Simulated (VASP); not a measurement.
# SiC (P6_3mc) in VASP: a series of runs, part 2 of 2

VASP 6.6.1.

## 3. Single point, PBE

This run uses another cell than the first one, of 10.33 Å³/atom.

INCAR

```
PREC     = Accurate       # precision mode
ENCUT    = 520            # plane-wave cutoff, eV
EDIFF    = 1E-7           # SCF threshold, eV
ISMEAR   = -1             # smearing method
SIGMA    = 0.02           # smearing width, eV
LREAL    = F              # projectors in reciprocal space
LASPH    = T              # aspherical terms in the spheres
NELM     = 60             # most SCF steps
ALGO     = Normal         # electronic algorithm
ISIF     = 2              # what is computed and relaxed
LWAVE    = F              # write WAVECAR
LCHARG   = T              # write CHGCAR
GGA      = PE             # functional
LELF     = T              # ELF
LVHAR    = T            
NBANDS   = 36             # bands
```

KPOINTS

```
regular mesh
0
Gamma
  12 12 2
```

POSCAR

```
SiC
1.0
    3.0783105055      0.0000000000      0.0000000000
   -1.5391552527      2.6658950985      0.0000000000
    0.0000000000      0.0000000000     15.1082189049
Si C
6 6
Direct
    0.3333333333      0.6666666667      0.8329803525
    0.6666666667      0.3333333333      0.3329803525
    0.6666666667      0.3333333333      0.6664987296
    0.3333333333      0.6666666667      0.1664987296
    0.0000000000      0.0000000000      0.4997152403
    0.0000000000      0.0000000000      0.9997152403
    0.0000000000      0.0000000000      0.8743698196
    0.0000000000      0.0000000000      0.3743698196
    0.3333333333      0.6666666667      0.7080026913
    0.6666666667      0.3333333333      0.2080026913
    0.6666666667      0.3333333333      0.5415341665
    0.3333333333      0.6666666667      0.0415341665
```

Potentials or basis: VASP PAW PBE potentials, release 64 (Si, C).

Launch:

```sh
$ cat potpaw_PBE.64/Si/POTCAR potpaw_PBE.64/C/POTCAR > POTCAR
$ mpirun -np 1 vasp_std > vasp.out
```

Run time: 3.1 min. Hardware: 1 thread of AMD EPYC 7R13, shared host; peak memory 0.27 GiB.

The run converged. Its results:

| Quantity | Value |
| --- | --- |
| Free energy | -90.3522 eV |
| Pressure | 3.5 GPa |
| Largest force | 0.007 eV/Å |
| Band gap on the k mesh | 2.02 eV (least direct gap 3.12 eV) |

Forces on the atoms (eV/Å):
```
Si   0.000  0.000  0.002
Si   0.000  0.000  0.002
Si   0.000  0.000  0.001
Si   0.000  0.000  0.001
Si   0.000  0.000  0.000
Si   0.000  0.000  0.000
C    0.000  0.000  0.004
C    0.000  0.000  0.004
C    0.000  0.000  0.000
C    0.000  0.000  0.000
C    0.000  0.000 -0.007
C    0.000  0.000 -0.007
```

Stress tensor (GPa, compression positive):
```
3.50 0.00 0.00
0.00 3.50 0.00
0.00 0.00 3.37
```

Levels at points of the mesh, in eV from the valence-band top:
```tsv
k point	band 22	band 23	band 24	band 25	band 26	band 27
(0.00, 0.00, 0.00)	-0.04	0.00	0.00	5.19	5.36	5.77
(0.50, 0.00, 0.00)	-1.78	-1.66	-1.10	2.02	2.22	3.22
(0.00, 0.00, 0.50)	-0.10	-0.10	-0.10	5.26	5.26	6.01
(0.50, 0.00, 0.50)	-1.72	-1.31	-1.31	2.07	2.07	3.44
```

Caveat: the cell stands under pressure. A k mesh can miss the band edges.

## 4. Single point, LDA

This run uses another cell than the first one, of 10.33 Å³/atom.

INCAR

```
SYSTEM = SiC
PREC     = Accurate       ! precision mode
ENCUT    = 520            ! plane-wave cutoff, eV
EDIFF    = 1E-7           ! SCF threshold, eV
ISMEAR   = 0              ! smearing method
SIGMA    = 0.01           ! smearing width, eV
LREAL    = .False.        ! projectors in reciprocal space
LASPH    = .True.         ! aspherical terms in the spheres
NELM     = 60             ! most SCF steps
ALGO     = Normal         ! electronic algorithm
ISIF     = 2              ! what is computed and relaxed
LWAVE    = .False.        ! write WAVECAR
LCHARG   = .False.        ! write CHGCAR
NBANDS   = 36             ! bands
```

KPOINTS

```
regular mesh
0
Gamma
  12 12 2
  0 0 0
```

POSCAR is that of step 3.

Potentials or basis: VASP PAW LDA potentials, release 64 (Si, C).

Launch:

```sh
$ cat potpaw_LDA.64/Si/POTCAR potpaw_LDA.64/C/POTCAR > POTCAR
$ mpirun -np 1 vasp_std > vasp.out
```

It took 2.7 min on 1 thread of AMD EPYC 7R13, shared host; peak memory 0.23 GiB.

Results (log left out):

| Property | Result |
| --- | --- |
| Free energy | -99.8451 eV |
| Pressure | -3.8 GPa |
| Largest force | 0.011 eV/Å |
| Band gap on the k mesh | 1.97 eV (least direct gap 3.07 eV) |

Forces on the atoms (eV/Å):
```
Si   0.000  0.000 -0.002
Si   0.000  0.000 -0.002
Si   0.000  0.000  0.000
Si   0.000  0.000  0.000
Si   0.000  0.000  0.011
Si   0.000  0.000  0.011
C    0.000  0.000 -0.002
C    0.000  0.000 -0.002
C    0.000  0.000  0.002
C    0.000  0.000  0.002
C    0.000  0.000 -0.008
C    0.000  0.000 -0.008
```

Levels at points of the mesh, in eV from the valence-band top:
| k point | band 22 | band 23 | band 24 | band 25 | band 26 | band 27 |
| --- | --- | --- | --- | --- | --- | --- |
| (0.00, 0.00, 0.00) | -0.04 | 0.00 | 0.00 | 5.15 | 5.32 | 5.73 |
| (0.50, 0.00, 0.00) | -1.79 | -1.67 | -1.10 | 1.97 | 2.15 | 3.13 |
| (0.00, 0.00, 0.50) | -0.10 | -0.10 | -0.10 | 5.22 | 5.22 | 5.96 |
| (0.50, 0.00, 0.50) | -1.72 | -1.31 | -1.31 | 2.01 | 2.01 | 3.35 |

Caveat: the cell stands under tension. A k mesh can miss the band edges.

## 5. Single point, PBEsol

This run uses another cell than the first one, of 10.34 Å³/atom.

INCAR

```
SYSTEM = SiC
PREC = Accurate ; ENCUT = 520
EDIFF = 1E-6 ; ISMEAR = -1
SIGMA = 0.02 ; LREAL = .FALSE.
LASPH = .TRUE. ; NELM = 80
ALGO = Normal ; ISIF = 2
LWAVE = .FALSE. ; LCHARG = .TRUE.
GGA = PS ; LELF = .TRUE.
LVHAR = .TRUE. ; NBANDS = 36
```

KPOINTS

```
regular mesh
0
G
  12 12 2
  0 0 0
```

POSCAR

```
SiC
1.0
    3.0789593648      0.0000000000      0.0000000000
   -1.5394796824      2.6664570272      0.0000000000
    0.0000000000      0.0000000000     15.1069146181
Si C
6 6
Direct
    0.3333333333      0.6666666667      0.8329976215
    0.6666666667      0.3333333333      0.3329976215
    0.6666666667      0.3333333333      0.6665037450
    0.3333333333      0.6666666667      0.1665037450
    0.0000000000      0.0000000000      0.4997172041
    0.0000000000      0.0000000000      0.9997172041
    0.0000000000      0.0000000000      0.8743687819
    0.0000000000      0.0000000000      0.3743687819
    0.3333333333      0.6666666667      0.7080035656
    0.6666666667      0.3333333333      0.2080035656
    0.6666666667      0.3333333333      0.5415100819
    0.3333333333      0.6666666667      0.0415100819
```

Potentials or basis: VASP PAW PBE potentials, release 64 (Si, C).

Launch:

```sh
$ cat potpaw_PBE.64/Si/POTCAR potpaw_PBE.64/C/POTCAR > POTCAR
$ mpirun -np 1 vasp_std > vasp.out
```

Wall time 2.6 min (1 thread of AMD EPYC 7R13, shared host); peak memory 0.27 GiB.

Results (log left out):

```yaml
Free_energy: -95.5051 eV
Pressure: 0.3 GPa
Band_gap_on_the_k_mesh: 1.91 eV (least direct gap 3.02 eV)
```

Levels at points of the mesh, in eV from the valence-band top:
```
           k point  band 21  band 22  band 23  band 24  band 25  band 26  band 27  band 28
(0.00, 0.00, 0.00)    -0.30    -0.04     0.00     0.00     5.13     5.29     5.71     6.22
(0.50, 0.00, 0.00)    -1.82    -1.80    -1.68    -1.10     1.91     2.10     3.10     3.79
(0.00, 0.00, 0.50)    -0.10    -0.10    -0.10    -0.10     5.19     5.19     5.94     5.94
(0.50, 0.00, 0.50)    -1.73    -1.73    -1.31    -1.31     1.95     1.95     3.32     3.32
```

Caveat: the PAW data sets were made with another functional, which shifts forces and pressure a little. A k mesh can miss the band edges.

## 6. Single point, PBE

This run uses another cell than the first one, of 10.50 Å³/atom.

INCAR

```
SYSTEM = SiC
  ALGO = Normal
  EDIFF = 1E-6
  ENCUT = 520
  GGA = PE
  ISIF = 2
  ISMEAR = -1
  LASPH = .True.
  LCHARG = .False.
  LREAL = .False.
  LWAVE = .False.
  NBANDS = 36
  NELM = 80
  PREC = Accurate
  SIGMA = 0.02
```

KPOINTS

```
k-points
0
Gamma
  12 12 2
  0 0 0
```

POSCAR

```
SiC
1.0
    3.0950015813      0.0000000000      0.0000000000
   -1.5475007906      2.6803499942      0.0000000000
    0.0000000000      0.0000000000     15.1865709582
Si C
6 6
Direct
    0.3333333333      0.6666666667      0.8329927008
    0.6666666667      0.3333333333      0.3329927008
    0.6666666667      0.3333333333      0.6665012400
    0.3333333333      0.6666666667      0.1665012400
    0.0000000000      0.0000000000      0.4997230253
    0.0000000000      0.0000000000      0.9997230253
    0.0000000000      0.0000000000      0.8743713553
    0.0000000000      0.0000000000      0.3743713553
    0.3333333333      0.6666666667      0.7079991940
    0.6666666667      0.3333333333      0.2079991940
    0.6666666667      0.3333333333      0.5415134846
    0.3333333333      0.6666666667      0.0415134846
```

Potentials or basis: VASP PAW PBE potentials, release 64 (Si, C).

Launch:

```sh
$ cat potpaw_PBE.64/Si/POTCAR potpaw_PBE.64/C/POTCAR > POTCAR
$ mpirun -np 1 vasp_std > vasp.out
```

Run time: 2.8 min. Hardware: 1 thread of AMD EPYC 7R13, shared host; peak memory 0.28 GiB.

Results (log left out):

| Quantity | Value |
| --- | --- |
| Free energy | -90.3738 eV |
| Pressure | 0.0 GPa |
| Band gap on the k mesh | 2.03 eV (least direct gap 3.12 eV) |

Levels at points of the mesh, in eV from the valence-band top:
```
           k point  band 22  band 23  band 24  band 25  band 26  band 27
(0.00, 0.00, 0.00)    -0.04     0.00     0.00     5.05     5.22     5.63
(0.50, 0.00, 0.00)    -1.77    -1.65    -1.10     2.03     2.21     3.19
(0.00, 0.00, 0.50)    -0.10    -0.10    -0.10     5.12     5.12     5.86
(0.50, 0.00, 0.50)    -1.70    -1.30    -1.30     2.07     2.07     3.41
```

A k mesh can miss the band edges.

## 7. Overview

```tsv
level	potentials or basis	cell	smearing	gap on the mesh (eV)	pressure (GPa)	largest force (eV/Å)
LDA	VASP PAW LDA potentials, release 64 (Si, C)	a = 3.059, b = 3.059, c = 15.011 Å, angles 90.0, 90.0, 120.0°, 12 atoms	fermi-dirac 0.02 eV	1.97	0.4	-
PBE	VASP PAW PBE potentials, release 64 (Si, C)	a = 3.078, b = 3.078, c = 15.108 Å, angles 90.0, 90.0, 120.0°, 12 atoms	fermi-dirac 0.02 eV	2.02	3.5	0.01
LDA	VASP PAW LDA potentials, release 64 (Si, C)	a = 3.078, b = 3.078, c = 15.108 Å, angles 90.0, 90.0, 120.0°, 12 atoms	gaussian 0.01 eV	1.97	-3.8	0.01
PBEsol	VASP PAW PBE potentials, release 64 (Si, C)	a = 3.079, b = 3.079, c = 15.107 Å, angles 90.0, 90.0, 120.0°, 12 atoms	fermi-dirac 0.02 eV	1.91	0.3	-
PBE	VASP PAW PBE potentials, release 64 (Si, C)	a = 3.095, b = 3.095, c = 15.187 Å, angles 90.0, 90.0, 120.0°, 12 atoms	fermi-dirac 0.02 eV	2.03	0.0	-
```

Alike in all rows: task single point; no spin polarisation; k mesh 12 × 12 × 2; cutoff (eV) 520.

Caveats: the cell stands under pressure (at least some runs); the cell stands under tension (at least some runs); the PAW data sets were made with another functional, which shifts forces and pressure a little (at least some runs).

Absolute energies hang on the potentials; compare differences alone.
